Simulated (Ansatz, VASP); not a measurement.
## Pd: VASP beside Ansatz

```xyz
1
Lattice="0.0000 1.9926 1.9926 1.9926 0.0000 1.9926 1.9926 1.9926 0.0000" Properties=species:S:1:pos:R:3 pbc="T T T"
Pd    0.0000    0.0000    0.0000
```

Alike in both runs: functional RPBE; k mesh 14 × 14 × 14; occupations fermi-dirac, width 0.1 eV; no spin polarisation.

Ansatz relaxed the structure, and its values are those at the end. VASP's run is a single point on that final structure, the one shown.

|  | VASP | Ansatz |
| --- | --- | --- |
| version | VASP 6.6.1 | Ansatz 0.2.0 |
| potentials or method | VASP PAW PBE potentials, release 64 (Pd), cutoff 520 eV | plane waves (420 eV) with PAW, scalar-relativistic |
| valence electrons in the cell | 10 | 18 |

Ansatz gave:

```
pressure (GPa) : 0.0
```

Q: Estimate VASP's values.

A: Pressure (GPa): -0.3.

VASP's potentials were made for PBE, not for RPBE. VASP's potentials hold 10 valence electrons a cell and Ansatz's 18, so a difference there can come from the potentials and not from the codes.
